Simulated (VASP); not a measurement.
AlNi, 2 atoms in the cell. Symmetry: Pm-3m, No. 221, cubic system. The conventional cell has a = 2.851 Å, b = 2.851 Å, c = 2.851 Å, α = 90.00°, β = 90.00°, γ = 90.00°. Within 3.3 Å of Ni (site symmetry m-3m) lie 8 Al at 2.47 Å and 6 Ni at 2.85 Å. Al (site symmetry m-3m) has 8 Ni at 2.47 Å and 6 Al at 2.85 Å within 3.3 Å. 

| Item | Value |
| --- | --- |
| Program | VASP 6.6.1 |
| Task | single point |
| Functional | PBEsol |
| Potentials or basis | VASP PAW PBE potentials, release 64 (Ni, Al) |
| Cutoff | 520 eV |
| k mesh | 9 × 9 × 9 |
| Occupations | fermi-dirac, width 0.05 eV |
| Spin | collinear spin, ferromagnetic start |
| Starting moments | [1.0, 0.0] μB |
| Dipole correction | no |
| Further INCAR settings | ALGO = Normal; EDIFF = 1e-07; NBANDS = 18 |

Potentials or basis: VASP PAW PBE potentials, release 64 (Ni, Al).

Command:

```bash
$ cat potpaw_PBE.64/Ni/POTCAR potpaw_PBE.64/Al/POTCAR > POTCAR
$ mpirun -np 1 vasp_std > vasp.out
```

Hardware: 1 thread of Intel(R) Xeon(R) 6975P-C (Granite Rapids), on a shared host.

Estimate the wall time of this run.

Run time: 10 s on 1 thread of Intel(R) Xeon(R) 6975P-C (Granite Rapids) (shared host), peak memory 0.16 GiB. Counts: scf iterations 15, k points 35.
